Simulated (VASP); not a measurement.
# Ag (Fm-3m) in VASP: further runs, part 2 of 2

VASP 6.6.1. The steps go on from the part before.

## (3) Single point, HSE06 (17.85 Å³/atom)

This run uses another cell than the first one, of 17.85 Å³/atom.

POSCAR

```
Ag
1.0
    0.0000000000      2.0743087130      2.0743087130
    2.0743087130      0.0000000000      2.0743087130
    2.0743087130      2.0743087130      0.0000000000
Ag
1
Direct
    0.0000000000      0.0000000000      0.0000000000
```

INCAR.step1

```
SYSTEM = Ag
PREC = Accurate ; ENCUT = 520
EDIFF = 1E-5 ; ISMEAR = 0
SIGMA = 0.05 ; LREAL = .FALSE.
LASPH = .TRUE. ; NELM = 80
ALGO = Normal ; ISIF = 2
LWAVE = .TRUE. ; GGA = PE
NBANDS = 12
```

INCAR.step2

```
SYSTEM = Ag
PREC = Accurate ; ENCUT = 520
EDIFF = 1E-6 ; ISMEAR = 0
SIGMA = 0.05 ; LREAL = .FALSE.
LASPH = .TRUE. ; NELM = 80
ALGO = Normal ; ISIF = 2
LWAVE = .FALSE. ; LCHARG = .TRUE.
GGA = PE ; LHFCALC = .TRUE.
HFSCREEN = 0.2079 ; PRECFOCK = Normal
LELF = .TRUE. ; LVHAR = .TRUE.
ISTART = 1 ; NBANDS = 12
```

KPOINTS

```
regular mesh
0
G
  8 8 8
  0 0 0
```

Potentials or basis: VASP PAW PBE potentials, release 64 (Ag).

On the command line:

```
cat potpaw_PBE.64/Ag/POTCAR > POTCAR
cp INCAR.step1 INCAR
mpirun -np 1 vasp_std > vasp.out
cp INCAR.step2 INCAR
mpirun -np 1 vasp_std > vasp.out
```

Wall time 32 min (1 thread of Intel Xeon Platinum 8488C (Sapphire Rapids), shared host); peak memory 0.26 GiB.

Results (log left out):

```yaml
Free_energy: -2.8194 eV
Pressure: 0.3 GPa
Band_gap_on_the_k_mesh: zero (an odd number of electrons rules out a gap without spin polarisation)
```

Levels at points of the mesh, in eV from the Fermi level:
| k point | band 3 | band 4 | band 5 | band 6 | band 7 | band 8 | band 9 | band 10 |
| --- | --- | --- | --- | --- | --- | --- | --- | --- |
| (0.00, 0.00, 0.00) | -5.59 | -5.59 | -4.60 | -4.60 | 17.23 | 20.74 | 20.74 | 20.74 |
| (0.50, 0.00, 0.00) | -5.61 | -3.76 | -3.76 | 0.11 | 4.25 | 16.39 | 19.01 | 19.01 |
| (0.50, 0.50, 0.00) | -3.82 | -3.52 | -3.52 | 2.34 | 7.56 | 11.74 | 11.74 | 18.09 |

Caveat: the PAW data sets were made with another functional, which shifts forces and pressure a little.

## (4) Single point, HSE06

POSCAR

```
Ag
1.0
    0.0000000000      2.0770818563      2.0770818563
    2.0770818563      0.0000000000      2.0770818563
    2.0770818563      2.0770818563      0.0000000000
Ag
1
Direct
    0.0000000000      0.0000000000      0.0000000000
```

INCAR.step1

```
PREC = Accurate
ENCUT = 520
EDIFF = 1E-5
ISMEAR = 0
SIGMA = 0.05
LREAL = False
LASPH = True
NELM = 60
ALGO = Normal
ISIF = 2
LWAVE = True
GGA = PE
NBANDS = 12
```

INCAR.step2

```
PREC = Accurate
ENCUT = 520
EDIFF = 1E-7
ISMEAR = 0
SIGMA = 0.05
LREAL = False
LASPH = True
NELM = 60
ALGO = Normal
ISIF = 2
LWAVE = False
LCHARG = True
GGA = PE
LHFCALC = True
HFSCREEN = 0.2079
PRECFOCK = Normal
LELF = True
LVHAR = True
ISTART = 1
NBANDS = 12
```

KPOINTS

```
regular mesh
0
Gamma
  8 8 8
```

Potentials or basis: VASP PAW PBE potentials, release 64 (Ag).

On the command line:

```
cat potpaw_PBE.64/Ag/POTCAR > POTCAR
cp INCAR.step1 INCAR
mpirun -np 1 vasp_std > vasp.out
cp INCAR.step2 INCAR
mpirun -np 1 vasp_std > vasp.out
```

OUTCAR:

```text
PREC = Accurate
   ENCUT = 520
   EDIFF = 1E-7
   ISMEAR = 0
   LREAL = False
   LASPH = True
   NELM = 60
   ISIF = 2
   GGA = PE
   LHFCALC = True
   HFSCREEN = 0.2079
   PRECFOCK = Normal
   ISTART = 1

 ion  position               nearest neighbor table
   1  0.000  0.000  0.000-

  LATTYP: Found a face centered cubic cell.
 ALAT       =     4.1541637126

  Lattice vectors:

 A1 = (   0.0000000000,   2.0770818563,   2.0770818563)
 A2 = (   2.0770818563,   0.0000000000,   2.0770818563)
 A3 = (   2.0770818563,   2.0770818563,   0.0000000000)

Analysis of symmetry for initial positions (statically):
=====================================================================
 Subroutine PRICEL returns:
 Original cell was already a primitive cell.

 Routine SETGRP: Setting up the symmetry group for a
 face centered cubic supercell.

 Subroutine GETGRP returns: Found 48 space group operations
 (whereof 48 operations were pure point group operations)
 out of a pool of 48 trial point group operations.

The static configuration has the point symmetry O_h .

Analysis of symmetry for dynamics (positions and initial velocities):
=====================================================================
[... 170 lines left out ...]
 Fermi energy:         7.2411291097

 k-point     1 :       0.0000    0.0000    0.0000
  band No.  band energies     occupation
      1      -0.6708      2.00000
      2       1.6681      2.00000
      3       1.6681      2.00000
      4       1.6681      2.00000
      5       2.6503      2.00000
      6       2.6503      2.00000
      7      24.4577      0.00000
      8      27.9420      0.00000
      9      27.9420      0.00000
     10      27.9420      0.00000
     11      32.4649      0.00000
     12      33.6436      0.00000
[... 331 lines left out ...]
 k-point    24 :      -0.3750    0.2500    0.1250
  band No.  band energies     occupation
      1       0.8676      2.00000
      2       1.2483      2.00000
      3       2.2043      2.00000
      4       2.2700      2.00000
      5       3.4205      2.00000
      6      10.0636      0.00000
      7      11.9074      0.00000
      8      20.6706      0.00000
      9      20.7571      0.00000
     10      26.8238      0.00000
     11      31.4667      0.00000
     12      35.5935      0.00000

 [... further k-points ...]
[... 5 lines left out ...]
  --------------------------------------------------------------------------------------
  -------------------------------------------------------------------------------------
  Total       -0.0000430     -0.0000430     -0.0000430      0.0000000      0.0000000     -0.0000000
  in kB       -0.0038404     -0.0038404     -0.0038404      0.0000000      0.0000000     -0.0000000
  external PRESSURE =      -0.0038404 kB  Pullay stress =       0.0000000 kB

 VOLUME and BASIS-vectors are now :
 -----------------------------------------------------------------------------
  energy-cutoff  :      520.00
  volume of cell :       17.92
      direct lattice vectors                 reciprocal lattice vectors
     0.000000000  2.077081856  2.077081856    -0.240722338  0.240722338  0.240722338
     2.077081856  0.000000000  2.077081856     0.240722338 -0.240722338  0.240722338
     2.077081856  2.077081856  0.000000000     0.240722338  0.240722338 -0.240722338

 POSITION                                       TOTAL-FORCE (eV/Angst)
 -----------------------------------------------------------------------------------
      0.00000      0.00000      0.00000         0.000000      0.000000      0.000000
 -----------------------------------------------------------------------------------
    total drift:                               -0.000003     -0.000004     -0.000004

  FREE ENERGIE OF THE ION-ELECTRON SYSTEM (eV)
  ---------------------------------------------------
  free  energy   TOTEN  =        -2.8195165291 eV

  energy  without entropy=       -2.8187005709  energy(sigma->0) =       -2.81910855
```

OSZICAR.step1:

```text
N       E                     dE             d eps       ncg     rms          rms(c)
DAV:   1     0.513837635307E+02    0.51384E+02   -0.54257E+03   704   0.824E+02
DAV:   2    -0.207302100490E+01   -0.53457E+02   -0.50551E+02   828   0.190E+02
DAV:   3    -0.292325214967E+01   -0.85023E+00   -0.84996E+00   804   0.252E+01
DAV:   4    -0.292602349488E+01   -0.27713E-02   -0.27713E-02   824   0.154E+00
DAV:   5    -0.292604745056E+01   -0.23956E-04   -0.23956E-04   824   0.124E-01    0.463E+00
DAV:   6    -0.269885524507E+01    0.22719E+00   -0.92360E-01   756   0.850E+00    0.307E+00
DAV:   7    -0.269246008791E+01    0.63952E-02   -0.77094E-03   796   0.840E-01    0.177E+00
DAV:   8    -0.269004764110E+01    0.24124E-02   -0.65717E-04   768   0.210E-01    0.941E-02
DAV:   9    -0.269004929970E+01   -0.16586E-05   -0.15534E-05   688   0.343E-02
   1 F= -.26900493E+01 E0= -.26892974E+01  d E =-.150381E-02
```

Wall time 1.5 h (1 thread of AMD EPYC 7R13, shared host); peak memory 0.23 GiB.

What came out:

* Free energy: -2.8195 eV
* Pressure: 0.0 GPa
* Band gap on the k mesh: zero (an odd number of electrons rules out a gap without spin polarisation)

Caveat: the PAW data sets were made with another functional, which shifts forces and pressure a little.
